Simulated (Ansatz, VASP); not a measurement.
## Two plane-wave programs on BaTiO3

File POSCAR:

```
BaTiO3
1.0
    2.8400536680     -1.6397057497     -2.3314328258
    0.0000000000      3.2794114995     -2.3314328258
    9.9401878380      5.7389701241      4.6628656517
Ba Ti O
3 3 9
Direct
    0.5378007141      0.5378007141      0.9188283674
    0.8711340474      0.8711340474      0.2521617007
    0.7044673808      0.7044673808      0.5854950341
    0.4387608424      0.4387608424      0.0899826165
    0.2720941757      0.2720941757      0.4233159498
    0.1054275090      0.1054275090      0.7566492831
    0.4696707384     -0.0207353515      0.0811512176
    0.3030040717     -0.1874020182      0.4144845509
    0.1363374051     -0.3540686848      0.7478178843
   -0.0207353515      0.4696707384      0.0811512176
   -0.1874020182      0.3030040717      0.4144845509
   -0.3540686848      0.1363374051      0.7478178843
    0.3879363901      0.3879363901      0.2446199142
    0.2212697234      0.2212697234      0.5779532476
    0.0546030568      0.0546030568      0.9112865809
```

INCAR.step1

```
PREC = Accurate
ENCUT = 520
ISMEAR = 0
SIGMA = 0.05
LREAL = Auto
LASPH = True
NELM = 100
NBANDS = 73
GGA = PE
ALGO = Normal
EDIFF = 1E-4
LWAVE = True
LCHARG = False
```

INCAR.step2

```
PREC = Accurate
ENCUT = 520
EDIFF = 1E-6
ISMEAR = 0
SIGMA = 0.05
LREAL = Auto
LASPH = True
NELM = 100
ALGO = Normal
ISIF = 2
LWAVE = False
LCHARG = False
METAGGA = R2SCAN
LMIXTAU = True
NBANDS = 73
ISTART = 1
```

The input KPOINTS:

```
Automatic mesh
0
Gamma
  6 6 2
```

Input for Ansatz:

```yaml
crystal:
  lattice:
    - [2.840053668, -1.6397057497, -2.3314328258]
    - [0.0, 3.2794114995, -2.3314328258]
    - [9.940187838, 5.7389701241, 4.6628656517]
  atoms:
    - { symbol: Ba, position: [0.5378007141, 0.5378007141, 0.9188283674] }
    - { symbol: Ba, position: [0.8711340474, 0.8711340474, 0.2521617007] }
    - { symbol: Ba, position: [0.7044673808, 0.7044673808, 0.5854950341] }
    - { symbol: Ti, position: [0.4387608424, 0.4387608424, 0.0899826165] }
    - { symbol: Ti, position: [0.2720941757, 0.2720941757, 0.4233159498] }
    - { symbol: Ti, position: [0.105427509, 0.105427509, 0.7566492831] }
    - { symbol: O, position: [0.4696707384, -0.0207353515, 0.0811512176] }
    - { symbol: O, position: [0.3030040717, -0.1874020182, 0.4144845509] }
    - { symbol: O, position: [0.1363374051, -0.3540686848, 0.7478178843] }
    - { symbol: O, position: [-0.0207353515, 0.4696707384, 0.0811512176] }
    - { symbol: O, position: [-0.1874020182, 0.3030040717, 0.4144845509] }
    - { symbol: O, position: [-0.3540686848, 0.1363374051, 0.7478178843] }
    - { symbol: O, position: [0.3879363901, 0.3879363901, 0.2446199142] }
    - { symbol: O, position: [0.2212697234, 0.2212697234, 0.5779532476] }
    - { symbol: O, position: [0.0546030568, 0.0546030568, 0.9112865809] }
basis:
  ecutwfc: 500
kpoints:
  mp_grid: { grid: [6, 6, 2] }
hamiltonian:
  xc: r2scan
scf:
  occupations: { method: gaussian, width: 0.05 }
output:
  forces: true
  stress: true
  eigenvalues: true
```

Alike in both runs: task single point; functional r2SCAN; k mesh 6 × 6 × 2; occupations gaussian, width 0.05 eV; no spin polarisation.

|  | VASP | Ansatz |
| --- | --- | --- |
| version | VASP 6.6.1 | Ansatz 0.2.0 |
| potentials or method | VASP PAW PBE potentials, release 64 (Ba_sv, Ti_sv, O), cutoff 520 eV | scalar-relativistic, plane waves, PAW |
| valence electrons in the cell | 120 | 120 |

```tsv
	VASP	Ansatz	Ansatz less VASP
gap on the k mesh at the Fermi level (eV)	1.75	1.69	-0.060
least direct gap on the mesh (eV)	2.01	1.87	-0.132
pressure (GPa)	9.4	6.8	-2.59
traceless stress, the component that is largest in VASP (GPa)	14.92	14.02	-0.901
rms of the force components (eV/Å)	4.196	3.895	-0.3004
```

VASP's potentials were made for PBE, not for r2SCAN. Atom by atom the forces differ by 0.311 eV/Å (rms over components).

Neither program's run includes spin-orbit coupling.
